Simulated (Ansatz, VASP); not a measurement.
## Two plane-wave programs on Pd

```
Pd
1.0
     4.38084    0.00000    0.00000
    -2.19042    3.79392    0.00000
     0.00000    0.00000    2.60669
Pd
3
Cartesian
  0.0000 0.0000 0.0000
  0.0000 2.5293 1.3033
  2.1904 1.2646 1.3033
```

Alike in both runs: task single point; functional PBE; k mesh 11 × 11 × 15; occupations fermi-dirac, width 0.1 eV; no spin polarisation.

```csv
,VASP,Ansatz
version,VASP 6.6.1,Ansatz 0.2.0
potentials or method,"VASP PAW PBE potentials, release 64 (Pd), cutoff 520 eV","plane waves (420 eV) with PAW, scalar-relativistic"
valence electrons in the cell,30,54
```

```csv
,VASP,Ansatz,Ansatz less VASP
pressure (GPa),16.1,16.6,+0.49
"traceless stress, the component that is largest in VASP (GPa)",0.09,0.06,-0.034
```

The functional is the same, so the differences come from potentials, cutoffs and numerics. VASP's potentials hold 30 valence electrons a cell and Ansatz's 54, so a difference there can come from the potentials and not from the codes.
